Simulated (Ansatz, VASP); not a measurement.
## Two plane-wave programs on Nb

```xyz
3
Lattice="4.7484 0.0000 0.0000 -2.3742 4.1122 0.0000 0.0000 0.0000 2.6017" Properties=species:S:1:pos:R:3 pbc="T T T"
Nb    4.7484    0.0000    0.0000
Nb    0.0000    2.7415    1.3008
Nb    2.3742    1.3707    1.3008
```

Alike in both runs: task single point; functional BLYP; k mesh 8 × 8 × 13; occupations fermi-dirac, width 0.1 eV; no spin polarisation.

|  | VASP | Ansatz |
| --- | --- | --- |
| version | VASP 6.6.1 | Ansatz 0.2.0 |
| potentials or method | VASP PAW PBE potentials, release 64 (Nb_sv), cutoff 520 eV | plane waves (420 eV) with PAW, scalar-relativistic |
| valence electrons in the cell | 39 | 39 |

|  | VASP | Ansatz | Ansatz less VASP |
| --- | --- | --- | --- |
| pressure (GPa) | 24.6 | 24.6 | +0.05 |
| traceless stress, the component that is largest in VASP (GPa) | 1.00 | 1.01 | +0.005 |

VASP's potentials were made for PBE, not for BLYP. With one functional, cell and mesh, what is left measures potentials, basis and numerics.
